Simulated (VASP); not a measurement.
# SbAu3S3 (P-3m1) in VASP: relaxation of cell and atoms with PBE

Aim: the relaxation of cell and atoms of SbAu3S3 with PBE.

Program: VASP 6.6.1. These are calculated values, not measurements. Logs are shortened: lines on timing, memory, paths and dates and some standing lists are left out, and cuts for length are marked.

## Step 1: The cell of the first run

The structure is trigonal, space group P-3m1 (No. 164). Conventional cell: a = 6.200 Å, b = 6.200 Å, c = 5.025 Å, α = 90.00°, β = 90.00°, γ = 120.00°. Within 3.3 Å of Sb (site symmetry -3m) lie 2 Au at 2.51 Å. S (site symmetry 2/m) has 6 Au at 2.98 to 3.19 Å and 4 S at 3.10 Å and 4 Sb at 3.99 Å within 4.0 Å. Within 3.9 Å of Au (site symmetry 3m) lie 6 S at 2.98 to 3.19 Å and 3 Sb at 3.58 Å and 3 Au at 3.59 Å. Within 3.3 Å of Au (site symmetry -3m) lie 2 Sb at 2.51 Å and 6 S at 3.10 Å.

The cell was built from a structure type or drawn by symmetry, and may not be a known phase.

## Step 2: Relaxation of cell and atoms, PBE

INCAR reads:

```
PREC     = Accurate       # precision mode
ENCUT    = 500            # plane-wave cutoff, eV
EDIFF    = 1E-7           # SCF threshold, eV
ISMEAR   = 0              # smearing method
SIGMA    = 0.15           # smearing width, eV
LREAL    = F              # projectors in reciprocal space
LASPH    = T              # aspherical terms in the spheres
NELM     = 120            # most SCF steps
ALGO     = Normal         # electronic algorithm
ISIF     = 3              # what is computed and relaxed
LWAVE    = F              # write WAVECAR
LCHARG   = F              # write CHGCAR
GGA      = PE             # functional
IBRION   = 2              # ionic algorithm
NSW      = 36             # ionic steps
EDIFFG   = -0.08          # ionic threshold
GGA_COMPAT= F            
NELMIN   = 4
```

KPOINTS reads:

```
Automatic mesh
0
Gamma
  2 2 3
```

POSCAR reads:

```
SbAu3S3
1.0
    6.1999864800      0.0000000000      0.0000000000
   -3.0999932400      5.3693457900      0.0000000000
    0.0000000000      0.0000000000      5.0248870100
Sb S Au
1 3 3
Direct
    0.0000000000      0.0000000000      0.0000000000
    0.5000000000      0.0000000000      0.5000000000
    0.0000000000      0.5000000000      0.5000000000
    0.5000000000      0.5000000000      0.5000000000
    0.3333333300      0.6666666700      0.0262150800
    0.6666666700      0.3333333300      0.9737849200
    0.0000000000      0.0000000000      0.5000000000
```

Potentials or basis: VASP PAW PBE potentials, release 64 (Sb_d_GW, S, Au_sv_GW).

Run with:

```sh
cat potpaw_PBE.64/Sb_d_GW/POTCAR potpaw_PBE.64/S/POTCAR potpaw_PBE.64/Au_sv_GW/POTCAR > POTCAR
mpirun -np 1 vasp_std > vasp.out
```

OUTCAR:

```text
PREC = Accurate
   ENCUT = 500
   EDIFF = 1E-7
   ISMEAR = 0
   LREAL = F
   LASPH = T
   NELM = 120
   ISIF = 3
   GGA = PE
   IBRION = 2
   NSW = 36
   EDIFFG = -0.08
   NELMIN = 4

 ion  position               nearest neighbor table
   1  0.000  0.000  0.000-   7 2.51   7 2.51
   2  0.500  0.000  0.500-   5 2.98   6 2.98
   3  0.000  0.500  0.500-   5 2.98   6 2.98
   4  0.500  0.500  0.500-   5 2.98   6 2.98
   5  0.333  0.667  0.026-   2 2.98   3 2.98   4 2.98
   6  0.667  0.333  0.974-   2 2.98   3 2.98   4 2.98
   7  0.000  0.000  0.500-   1 2.51   1 2.51

  LATTYP: Found a hexagonal cell.
 ALAT       =     6.1999864800
 C/A-ratio  =     0.8104674141

  Lattice vectors:

 A1 = (   6.1999864800,   0.0000000000,   0.0000000000)
 A2 = (  -3.0999932400,   5.3693457900,   0.0000000000)
 A3 = (   0.0000000000,   0.0000000000,   5.0248870100)

Analysis of symmetry for initial positions (statically):
=====================================================================
 Subroutine PRICEL returns:
 Original cell was already a primitive cell.

 Routine SETGRP: Setting up the symmetry group for a
 hexagonal supercell.

 Subroutine GETGRP returns: Found 12 space group operations
 (whereof 12 operations were pure point group operations)
 out of a pool of 24 trial point group operations.

The static configuration has the point symmetry D_3d.

Analysis of symmetry for dynamics (positions and initial velocities):
=====================================================================
 Subroutine PRICEL returns:
 Original cell was already a primitive cell.

 Routine SETGRP: Setting up the symmetry group for a
 hexagonal supercell.

 Subroutine GETGRP returns: Found 12 space group operations
 (whereof 12 operations were pure point group operations)
 out of a pool of 24 trial point group operations.

The dynamic configuration has the point symmetry D_3d.

 Subroutine INISYM returns: Found 12 space group operations
 (whereof 12 operations are pure point group operations),
 and found     1 'primitive' translations

----------------------------------------------------------------------------------------

                                     Primitive cell

  volume of cell :     167.2778

  direct lattice vectors                    reciprocal lattice vectors
     6.199986480  0.000000000  0.000000000     0.161290674  0.093121214  0.000000000
    -3.099993240  5.369345790  0.000000000     0.000000000  0.186242429  0.000000000
     0.000000000  0.000000000  5.024887010     0.000000000  0.000000000  0.199009450

  length of vectors
     6.199986480  6.199986476  5.024887010     0.186242428  0.186242429  0.199009450

[... 68 lines left out ...]
   NELM   =    120;   NELMIN=  4; NELMDL= -5     # of ELM steps
   EDIFF  = 0.1E-06   stopping-criterion for ELM
   LREAL  =      F    real-space projection
   EDIFFG = -.8E-01   stopping-criterion for IOM
   NSW    =     36    number of steps for IOM
   IBRION =      2    ionic relax: 0-MD 1-quasi-New 2-CG
   NFREE  =      1    steps in history (QN), initial steepest desc. (CG)
   ISIF   =      3    stress and relaxation
   ISYM   =      2    0-nonsym 1-usesym 2-fastsym
   POTIM  = 0.5000    time-step for ionic-motion
   TEBEG  =    0.0;   TEEND  =   0.0 temperature during run
   PSTRESS=    0.0 pullay stress
   NELECT =      90.0000    total number of electrons
   NUPDOWN=      -1.0000    fix difference up-down
   EMIN   =  10.00;   EMAX   =-10.00  energy-range for DOS
   EFERMI =   0.00;   METHOD = LEGACY
   ISMEAR =     0;   SIGMA  =   0.15  broadening in eV -4-tet -1-fermi 0-gaus
   EFERMI_NEDOS =   21; number of points for ismear=-14 and -15
   IALGO  =     38    algorithm
   IMIX   =      4    mixing-type and parameters
     AMIX     =   0.40;   BMIX     =  1.00
     AMIX_MAG =   1.60;   BMIX_MAG =  1.00
  volume/ion in A,a.u.               =      23.90       161.26
  Fermi-wavevector in a.u.,A,eV,Ry     =   1.331505  2.516180 24.121851  1.772906
  Thomas-Fermi vector in A             =   2.460511
   LORBIT       =      0    0 simple, 1 ext, 2 COOP (PROOUT), +10 PAW based schemes
   GGA     = PE    functional components
   LHFCALC =     F    Hartree Fock is set to
   AEXX    =    0.0000 exact exchange contribution
   IVDW    =     0    specifies the selected vdW correction
   LEPSILON=     F    determine dielectric tensor
   LRPA    =     F    only Hartree local field effects (RPA)
 conjugate gradient relaxation of ions
 non-spin polarized calculation
 Gauss-broadening in eV      SIGMA  =   0.15
  energy-cutoff  :      500.00
  volume of cell :      167.28
 maximum number of plane-waves:      4315
 NGX is ok and might be reduce to    48
   NGX = 23   NGY = 23   NGZ = 19

--------------------------------------- Ionic step        1  -------------------------------------------

 number of electron      89.9999972 magnetization

 Free energy of the ion-electron system (eV)
  ---------------------------------------------------
  ext. energy  EPLUGINS =         0.00000000
  ---------------------------------------------------
  free energy    TOTEN  =       -18.47345316 eV

  energy without entropy =      -18.41105659  energy(sigma->0) =      -18.44225488

 E-fermi :   4.5584     XC(G=0): -10.3181

 val. band max:        4.5475136537   @ k =   0.0000   0.0000   0.0000
 cond. band min:       4.6758395570   @ k =   0.0000   0.0000   0.3333
 fundamental gap:      0.1283259034
 Fermi energy:         4.5583988871

 k-point     1 :       0.0000    0.0000    0.0000
  band No.  band energies     occupation
      1    -101.5871      2.00000
      2    -100.2782      2.00000
      3    -100.2781      2.00000
      4     -53.2421      2.00000
      5     -52.7455      2.00000
      6     -52.7455      2.00000
[... 333 lines left out ...]
  FREE ENERGIE OF THE ION-ELECTRON SYSTEM (eV)
  ---------------------------------------------------
  free  energy   TOTEN  =       -19.9168595110 eV

  energy  without entropy=      -19.8340244954  energy(sigma->0) =      -19.87544200

[... ionic steps 4 to 9 ...]

--------------------------------------- Ionic step       10  -------------------------------------------

 number of electron      90.0000000 magnetization

------------------------ aborting loop because EDIFF is reached ----------------------------------------
[... 77 lines left out ...]
--------------------------------------- Ionic step       12  -------------------------------------------

 number of electron      90.0000002 magnetization

 Free energy of the ion-electron system (eV)
  ---------------------------------------------------
  ext. energy  EPLUGINS =         0.00000000
  ---------------------------------------------------
  free energy    TOTEN  =       -21.26670415 eV

  energy without entropy =      -21.16822384  energy(sigma->0) =      -21.21746399

 E-fermi :   6.7451     XC(G=0): -11.3499

 val. band max:        6.4208294634   @ k =   0.0000   0.0000   0.0000
 cond. band min:       6.7608238488   @ k =   0.5000   0.0000   0.3333
 fundamental gap:      0.3399943854
 Fermi energy:         6.7450686507

 k-point     1 :       0.0000    0.0000    0.0000
  band No.  band energies     occupation
      1    -100.0232      2.00000
      2     -98.6504      2.00000
      3     -98.6477      2.00000
      4     -51.3760      2.00000
      5     -51.3760      2.00000
      6     -51.1556      2.00000
[... 251 lines left out ...]
  FREE ENERGIE OF THE ION-ELECTRON SYSTEM (eV)
  ---------------------------------------------------
  free  energy   TOTEN  =       -21.2667041481 eV

  energy  without entropy=      -21.1682238354  energy(sigma->0) =      -21.21746399

 reached required accuracy - stopping structural energy minimisation
```

CONTCAR:

```text
SbAu3S3
   1.00000000000000
     5.1818776864872484    0.0000000000000000    0.0000000000000000
    -2.5909388432436242    4.4876377133093719   -0.0000000000000000
     0.0000000000000000    0.0000000000000000    5.8768920454533546
  Sb              S               Au
     1     3     3
Direct
     0.0000000000000000    1.0000000000000000    0.0000000000000000
     0.5000000000000000    1.0000000000000000    0.5000000000000000
     0.0000000000000000    0.5000000000000000    0.5000000000000000
     0.5000000000000000    0.5000000000000000    0.5000000000000000
     0.3333333300000021    0.6666666699999979    0.0388135341662628
     0.6666666699999979    0.3333333300000021    0.9611864658337370
     0.0000000000000000    0.0000000000000000    0.5000000000000000

  0.00000000E+00  0.00000000E+00  0.00000000E+00
  0.00000000E+00  0.00000000E+00  0.00000000E+00
  0.00000000E+00  0.00000000E+00  0.00000000E+00
  0.00000000E+00  0.00000000E+00  0.00000000E+00
  0.00000000E+00  0.00000000E+00  0.00000000E+00
  0.00000000E+00  0.00000000E+00  0.00000000E+00
  0.00000000E+00  0.00000000E+00  0.00000000E+00
```

It took 19 min on 1 thread of AMD EPYC 7R43 (Zen 3), shared host; peak memory 0.34 GiB.

Results:

| Property | Result |
| --- | --- |
| Free energy | -21.2667 eV |
| Relaxed volume | 19.52 Å³/atom |
| Relaxed cell | a = 5.182 Å, b = 5.182 Å, c = 5.877 Å, α = 90.00°, β = 90.00°, γ = 120.00° |
| Space group after relaxing (to 0.1 Å) | P-3m1 (No. 164) |
| Energy gained by relaxing | 399.0 meV/atom |
| Ionic steps | 12 |
| Pressure after relaxing | 0.0 GPa |
| Largest force after relaxing | 0.063 eV/Å |
| Band gap on the k mesh | zero (bands 45 and 46 overlap by 1.52 eV) |

Forces in eV/Å, atoms in the order of the input:
```
Sb   0.000  0.000  0.000
S    0.000  0.000  0.000
S    0.000  0.000  0.000
S    0.000  0.000  0.000
Au   0.000  0.000  0.063
Au   0.000  0.000 -0.063
Au   0.000  0.000  0.000
```

Step by step:
```csv
step,energy change (eV),largest force (eV/Å),pressure (GPa),volume (Å³)
1,0.0000,0.2518,-8.11,167.28
2,-1.3519,0.0936,0.45,139.47
3,-1.4434,0.0371,4.46,133.02
4,-2.1723,0.3150,6.34,126.42
5,-2.0608,0.0054,15.58,119.01
6,-2.3037,0.2911,9.28,123.24
7,-2.7138,0.2816,-0.45,135.08
8,-2.7173,0.2745,-1.44,136.86
9,-2.7682,0.1994,-0.53,136.25
10,-2.7900,0.0854,0.57,135.53
11,-2.7901,0.0760,0.65,135.48
12,-2.7933,0.0634,0.02,136.66
```

Final structure:
```
Sb S Au
1.0
     5.18188    0.00000    0.00000
    -2.59094    4.48764    0.00000
     0.00000    0.00000    5.87689
Sb S Au
1 3 3
Direct
  0.00000 0.00000 0.00000
  0.50000 0.00000 0.50000
  0.00000 0.50000 0.50000
  0.50000 0.50000 0.50000
  0.33333 0.66667 0.03881
  0.66667 0.33333 0.96119
  0.00000 0.00000 0.50000
```

Caveat: the k points lie up to 0.70 Å⁻¹ apart in the final cell, too coarse for converged energies and pressures of a metal; the volume moved by over 15 % at a fixed basis, so the end points are rough; spin-orbit coupling is left out, which moves the levels of the heavy elements; the relaxation stopped at a loose force limit of 0.08 eV/Å, so its end isn't a converged minimum.
